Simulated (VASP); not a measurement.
Here is a VASP 6.6.1 calculation.

INCAR

```
PREC = Accurate
ENCUT = 520
EDIFF = 1E-7
ISMEAR = 0
SIGMA = 0.1
LREAL = False
LASPH = True
NELM = 60
ALGO = Normal
ISIF = 2
LWAVE = False
LCHARG = False
GGA = PS
NBANDS = 17
```

KPOINTS

```
Automatic mesh
0
Gamma
  18 18 10
```

POSCAR

```
Pt
1.0
    2.6767733108      0.0000000000      0.0000000000
   -1.3383866554      2.3181536873      0.0000000000
    0.0000000000      0.0000000000      4.5858306088
Pt
2
Direct
    0.6666666667      0.3333333333      0.7500000000
    0.3333333333      0.6666666667      0.2500000000
```

Potentials or basis: VASP PAW PBE potentials, release 64 (Pt).

Launch:

```bash
$ cat potpaw_PBE.64/Pt/POTCAR > POTCAR
$ mpirun -np 1 vasp_std > vasp.out
```

**Question.** What does it give for the pressure?

**Answer.** 20.1 GPa.

**Question.** Estimate the band gap on the k mesh.

**Answer.** Zero (bands 10 and 11 overlap by 1.52 eV).

Stress tensor (GPa, compression positive):
```
20.13  0.00  0.00
 0.00 20.13  0.00
 0.00  0.00 19.94
```

Caveat: the cell stands under pressure; the PAW data sets were made with another functional, which shifts forces and pressure a little; spin-orbit coupling is left out, which moves the levels of the heavy elements.
